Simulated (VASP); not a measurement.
# MgO (Fm-3m) in VASP: single point with PBEsol

Aim: the single point of MgO with PBEsol.

Everything below comes from runs of VASP 6.6.1. Logs are shortened: lines on timing, memory, paths and dates and some standing lists are left out, and cuts for length are marked.

**Experimental background.**

From “Electronic structure of alkaline earth and post-transition metal oxides”, 2009, arxiv:0908.1581, for a bulk crystal of MgO: band gap 7.83 eV.

The results are compared with them further down.

## 1. The cell of the first run

It takes space group Fm-3m (No. 225, cubic). The conventional cell has a = 4.215 Å, b = 4.215 Å, c = 4.215 Å, α = 90.00°, β = 90.00°, γ = 90.00°. Within 2.8 Å of Mg (site symmetry m-3m) lie 6 O at 2.11 Å. O (site symmetry m-3m) has 6 Mg at 2.11 Å within 2.8 Å.

## 2. Single point, PBEsol

INCAR

```
SYSTEM = MgO
ALGO = Normal
EDIFF = 1E-6
ENCUT = 520
GGA = PS
ISIF = 2
ISMEAR = 0
LASPH = .True.
LCHARG = .True.
LELF = .True.
LREAL = .False.
LVHAR = .True.
LWAVE = .False.
NBANDS = 11
NELM = 80
PREC = Accurate
SIGMA = 0.02
```

KPOINTS

```
k-points
0
Gamma
  10 10 10
  0 0 0
```

POSCAR

```
MgO
1.0
    0.0000000000      2.1074622215      2.1074622215
    2.1074622215      0.0000000000      2.1074622215
    2.1074622215      2.1074622215      0.0000000000
Mg O
1 1
Direct
    0.0000000000      0.0000000000      0.0000000000
    0.5000000000      0.5000000000      0.5000000000
```

Potentials or basis: VASP PAW PBE potentials, release 64 (Mg, O).

Run with:

```
$ cat potpaw_PBE.64/Mg/POTCAR potpaw_PBE.64/O/POTCAR > POTCAR
$ mpirun -np 1 vasp_std > vasp.out
```

OUTCAR:

```text
SYSTEM = MgO
   EDIFF = 1E-6
   ENCUT = 520
   GGA = PS
   ISIF = 2
   ISMEAR = 0
   LASPH = .True.
   LREAL = .False.
   NELM = 80
   PREC = Accurate

 ion  position               nearest neighbor table
   1  0.000  0.000  0.000-   2 2.11   2 2.11   2 2.11   2 2.11   2 2.11   2 2.11
   2  0.500  0.500  0.500-   1 2.11   1 2.11   1 2.11   1 2.11   1 2.11   1 2.11

  LATTYP: Found a face centered cubic cell.
 ALAT       =     4.2149244430

  Lattice vectors:

 A1 = (   0.0000000000,   2.1074622215,   2.1074622215)
 A2 = (   2.1074622215,   0.0000000000,   2.1074622215)
 A3 = (   2.1074622215,   2.1074622215,   0.0000000000)

Analysis of symmetry for initial positions (statically):
=====================================================================
 Subroutine PRICEL returns:
 Original cell was already a primitive cell.

 Routine SETGRP: Setting up the symmetry group for a
 face centered cubic supercell.

 Subroutine GETGRP returns: Found 48 space group operations
 (whereof 48 operations were pure point group operations)
 out of a pool of 48 trial point group operations.

The static configuration has the point symmetry O_h .

Analysis of symmetry for dynamics (positions and initial velocities):
=====================================================================
 Subroutine PRICEL returns:
 Original cell was already a primitive cell.

 Routine SETGRP: Setting up the symmetry group for a
 face centered cubic supercell.

 Subroutine GETGRP returns: Found 48 space group operations
 (whereof 48 operations were pure point group operations)
 out of a pool of 48 trial point group operations.

The dynamic configuration has the point symmetry O_h .

 Subroutine INISYM returns: Found 48 space group operations
 (whereof 48 operations are pure point group operations),
 and found     1 'primitive' translations

----------------------------------------------------------------------------------------

                                     Primitive cell

  volume of cell :      18.7202

  direct lattice vectors                    reciprocal lattice vectors
     0.000000000  2.107462222  2.107462222    -0.237252177  0.237252177  0.237252177
     2.107462222  0.000000000  2.107462222     0.237252177 -0.237252177  0.237252177
     2.107462222  2.107462222  0.000000000     0.237252177  0.237252177 -0.237252177

  length of vectors
     2.980401656  2.980401656  2.980401656     0.410932825  0.410932825  0.410932825

  position of ions in fractional coordinates (direct lattice)
     0.000000000  0.000000000  0.000000000
     0.500000000  0.500000000  0.500000000

  ion indices of the primitive-cell ions
   primitive index   ion index
                 1           1
                 2           2

----------------------------------------------------------------------------------------

 KPOINTS: k-points

Automatic generation of k-mesh.
 Grid dimensions read from file:
 generate k-points for:   10   10   10

 Generating k-lattice:

  Cartesian coordinates                     Fractional coordinates (reciprocal lattice)
    -0.023725218  0.023725218  0.023725218     0.100000000  0.000000000  0.000000000
     0.023725218 -0.023725218  0.023725218     0.000000000  0.100000000  0.000000000
     0.023725218  0.023725218 -0.023725218     0.000000000  0.000000000  0.100000000

  Length of vectors
     0.041093282  0.041093282  0.041093282

  Shift w.r.t. Gamma in fractional coordinates (k-lattice)
     0.000000000  0.000000000  0.000000000

 Subroutine IBZKPT returns following result:
 ===========================================

 Found     47 irreducible k-points:

 Following reciprocal coordinates:
            Coordinates               Weight
  0.000000  0.000000  0.000000      1.000000
  0.100000  0.000000  0.000000      8.000000
  0.200000  0.000000  0.000000      8.000000
  0.300000  0.000000  0.000000      8.000000
  0.400000  0.000000  0.000000      8.000000
  0.500000  0.000000  0.000000      4.000000
[... 16 lines left out ...]
  0.300000  0.300000  0.000000      6.000000
  0.400000  0.300000  0.000000     24.000000
 [... further k-points ...]
   k-points           NKPTS =     47   k-points in BZ     NKDIM =     47   number of bands    NBANDS=     11
   number of dos      NEDOS =    301   number of ions     NIONS =      2
   total plane-waves  NPLWV =  13824
   dimension x,y,z NGX =    24 NGY =   24 NGZ =   24
   dimension x,y,z NGXF=    48 NGYF=   48 NGZF=   48
   ions per type =               1   1
   NGX,Y,Z   is equivalent  to a cutoff of  13.39, 13.39, 13.39 a.u.
   NGXF,Y,Z  is equivalent  to a cutoff of  26.77, 26.77, 26.77 a.u.
 SYSTEM =  MgO
   PREC   = accura    normal or accurate (medium, high low for compatibility)
   ISTART =      0    job   : 0-new  1-cont  2-samecut
   ICHARG =      2    charge: 1-file 2-atom 10-const
   ISPIN  =      1    spin polarized calculation?
   LNONCOLLINEAR =      F non collinear calculations
   LSORBIT =      F    spin-orbit coupling
   LASPH  =      T    aspherical Exc in radial PAW
   ENCUT  =  520.0 eV  38.22 Ry    6.18 a.u.   5.54  5.54  5.54*2*pi/ulx,y,z
   NELM   =     80;   NELMIN=  2; NELMDL= -5     # of ELM steps
   EDIFF  = 0.1E-05   stopping-criterion for ELM
   LREAL  =      F    real-space projection
   EDIFFG = 0.1E-04   stopping-criterion for IOM
   NSW    =      0    number of steps for IOM
   IBRION =     -1    ionic relax: 0-MD 1-quasi-New 2-CG
   NFREE  =      0    steps in history (QN), initial steepest desc. (CG)
   ISIF   =      2    stress and relaxation
   ISYM   =      2    0-nonsym 1-usesym 2-fastsym
   POTIM  = 0.5000    time-step for ionic-motion
   TEBEG  =    0.0;   TEEND  =   0.0 temperature during run
   PSTRESS=    0.0 pullay stress
   NELECT =       8.0000    total number of electrons
   NUPDOWN=      -1.0000    fix difference up-down
   EMIN   =  10.00;   EMAX   =-10.00  energy-range for DOS
   EFERMI =   0.00;   METHOD = LEGACY
   ISMEAR =     0;   SIGMA  =   0.02  broadening in eV -4-tet -1-fermi 0-gaus
   EFERMI_NEDOS =   21; number of points for ismear=-14 and -15
   IALGO  =     38    algorithm
   IMIX   =      4    mixing-type and parameters
     AMIX     =   0.40;   BMIX     =  1.00
     AMIX_MAG =   1.60;   BMIX_MAG =  1.00
  volume/ion in A,a.u.               =       9.36        63.16
  Fermi-wavevector in a.u.,A,eV,Ry     =   1.233110  2.330239 20.688467  1.520559
  Thomas-Fermi vector in A             =   2.367853
   LORBIT       =      0    0 simple, 1 ext, 2 COOP (PROOUT), +10 PAW based schemes
   GGA     = PS    functional components
   LHFCALC =     F    Hartree Fock is set to
   AEXX    =    0.0000 exact exchange contribution
   IVDW    =     0    specifies the selected vdW correction
   LEPSILON=     F    determine dielectric tensor
   LRPA    =     F    only Hartree local field effects (RPA)
 non-spin polarized calculation
 Gauss-broadening in eV      SIGMA  =   0.02
  energy-cutoff  :      520.00
  volume of cell :       18.72
 maximum number of plane-waves:       531
 NGX is ok and might be reduce to    24
   NGX = 11   NGY = 11   NGZ = 11

 number of electron       8.0000005 magnetization

 Free energy of the ion-electron system (eV)
  ---------------------------------------------------
  ext. energy  EPLUGINS =         0.00000000
  ---------------------------------------------------
  free energy    TOTEN  =       -12.51243624 eV

  energy without entropy =      -12.51243624  energy(sigma->0) =      -12.51243624

 E-fermi :   3.1423     XC(G=0): -11.3005

 val. band max:        3.0520523481   @ k =   0.0000   0.0000   0.0000
 cond. band min:       7.6666533443   @ k =   0.0000   0.0000   0.0000
 fundamental gap:      4.6146009962
 Fermi energy:         3.1422987981

 k-point     1 :       0.0000    0.0000    0.0000
  band No.  band energies     occupation
      1     -14.1433      2.00000
      2       3.0521      2.00000
      3       3.0521      2.00000
      4       3.0521      2.00000
      5       7.6667      0.00000
      6      18.6726      0.00000
      7      18.6726      0.00000
      8      18.6726      0.00000
      9      22.5098      0.00000
     10      24.3910      0.00000
     11      24.3910      0.00000

 k-point     2 :       0.1000    0.0000    0.0000
  band No.  band energies     occupation
      1     -14.0359      2.00000
      2       2.3888      2.00000
      3       2.9836      2.00000
      4       2.9836      2.00000
      5       8.3013      0.00000
      6      17.4117      0.00000
      7      18.9133      0.00000
      8      18.9133      0.00000
      9      23.6636      0.00000
     10      23.6636      0.00000
     11      24.1861      0.00000

 k-point     3 :       0.2000    0.0000    0.0000
  band No.  band energies     occupation
      1     -13.7402      2.00000
      2       1.0527      2.00000
      3       2.8103      2.00000
      4       2.8103      2.00000
      5       9.4945      0.00000
      6      15.9048      0.00000
      7      19.4019      0.00000
      8      19.4019      0.00000
      9      22.9679      0.00000
     10      22.9679      0.00000
     11      25.1408      0.00000
[... 267 lines left out ...]
 k-point    23 :       0.3000    0.3000    0.0000
  band No.  band energies     occupation
      1     -13.1344      2.00000
      2      -0.1390      2.00000
      3       2.1036      2.00000
      4       2.1036      2.00000
      5      11.7978      0.00000
      6      13.2842      0.00000
      7      17.3372      0.00000
      8      20.8246      0.00000
      9      20.8246      0.00000
     10      27.0525      0.00000
     11      30.3024      0.00000

 k-point    24 :       0.4000    0.3000    0.0000
  band No.  band energies     occupation
      1     -12.8816      2.00000
      2      -0.5685      2.00000
      3       1.7319      2.00000
      4       1.9550      2.00000
      5      12.4995      0.00000
      6      13.0501      0.00000
      7      16.5100      0.00000
      8      21.0704      0.00000
      9      21.2745      0.00000
     10      27.7897      0.00000
     11      29.9042      0.00000

 [... further k-points ...]

------------------------ aborting loop because EDIFF is reached ----------------------------------------

  FORCE on cell =-STRESS in cart. coord.  units (eV):
  Direction    XX          YY          ZZ          XY          YZ          ZX
  --------------------------------------------------------------------------------------
  -------------------------------------------------------------------------------------
  Total       -0.0706148     -0.0706148     -0.0706148     -0.0000000      0.0000000      0.0000000
  in kB       -6.0436206     -6.0436206     -6.0436206     -0.0000000      0.0000000      0.0000000
  external PRESSURE =      -6.0436206 kB  Pullay stress =       0.0000000 kB

 VOLUME and BASIS-vectors are now :
 -----------------------------------------------------------------------------
  energy-cutoff  :      520.00
  volume of cell :       18.72
      direct lattice vectors                 reciprocal lattice vectors
     0.000000000  2.107462222  2.107462222    -0.237252177  0.237252177  0.237252177
     2.107462222  0.000000000  2.107462222     0.237252177 -0.237252177  0.237252177
     2.107462222  2.107462222  0.000000000     0.237252177  0.237252177 -0.237252177

 POSITION                                       TOTAL-FORCE (eV/Angst)
 -----------------------------------------------------------------------------------
      0.00000      0.00000      0.00000        -0.000000     -0.000000     -0.000000
      2.10746      2.10746      2.10746         0.000000      0.000000      0.000000
 -----------------------------------------------------------------------------------
    total drift:                               -0.000000     -0.000000      0.000000

  FREE ENERGIE OF THE ION-ELECTRON SYSTEM (eV)
  ---------------------------------------------------
  free  energy   TOTEN  =       -12.5124362431 eV

  energy  without entropy=      -12.5124362431  energy(sigma->0) =      -12.51243624
```

Run time: 5.2 s. Hardware: 1 thread of Intel Xeon Platinum 8488C (Sapphire Rapids), shared host; peak memory 0.14 GiB.

What came out:

```yaml
Free_energy: -12.5124 eV
Pressure: -0.6 GPa
Band_gap_on_the_k_mesh: 4.61 eV
```

Caveat: the PAW data sets were made with another functional, which shifts forces and pressure a little.

## 3. Comparison with measurements

Step 2. A measured gap of MgO is 7.83 eV (quoted in “Electronic structure of alkaline earth and post-transition metal oxides”, 2009, arxiv:0908.1581); the calculated 4.61 eV misses it by -3.22 eV. The value is that of PBEsol, without temperature or zero-point motion. Semilocal functionals fall short of measured gaps as a rule.
